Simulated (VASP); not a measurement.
Input of a VASP 6.6.1 run:

The input INCAR:

```
ALGO = Normal
EDIFF = 1E-6
ENCUT = 520
GGA = RP
ISIF = 2
ISMEAR = -1
LASPH = T
LCHARG = T
LELF = T
LREAL = F
LVHAR = T
LWAVE = F
NBANDS = 64
NELM = 100
PREC = Accurate
SIGMA = 0.05
```

The input KPOINTS:

```
k-points
0
Gamma
  4 8 2
```

File POSCAR:

```
Te2Mo
1.0
    6.4283391814      0.0000000000      0.0204741663
    0.0000000000      3.4993684995      0.0000000000
   -0.5081824180      0.0000000000     18.6571430298
Te Mo
8 4
Direct
    0.0644997479      0.5000000000      0.4207461930
    0.9350502430      0.0000000000      0.5793259748
    0.5713782817      0.0000000000      0.3891888399
    0.4281696684      0.5000000000      0.6108842546
    0.0873021778      0.0000000000      0.1108079755
    0.9131477803      0.5000000000      0.8891187271
    0.5760104052      0.5000000000      0.0792550412
    0.4244409378      0.0000000000      0.9206722099
    0.3188323968      0.0000000000      0.5050178659
    0.6807166280      0.5000000000      0.4950552553
    0.1818665446      0.5000000000      0.0049429616
    0.8185841785      0.0000000000      0.9949836913
```

Potentials or basis: VASP PAW PBE potentials, release 64 (Te, Mo_sv).

Command:

```sh
$ cat potpaw_PBE.64/Te/POTCAR potpaw_PBE.64/Mo_sv/POTCAR > POTCAR
$ mpirun -np 1 vasp_std > vasp.out
```

Task: What does it give for the largest force?

Result: 0.008 eV/Å.

Task: Predict the band gap on the k mesh.

Result: Zero (bands 52 and 53 overlap by 0.18 eV).

Stress tensor (GPa, compression positive):
```
-0.03  0.00  0.00
 0.00 -0.05  0.00
 0.00  0.00  0.04
```

Caveat: the PAW data sets were made with another functional, which shifts forces and pressure a little; spin-orbit coupling is left out, which moves the levels of the heavy elements; this functional lacks dispersion, which binds the layers, so the pressure and a relaxed spacing across them are unreliable.
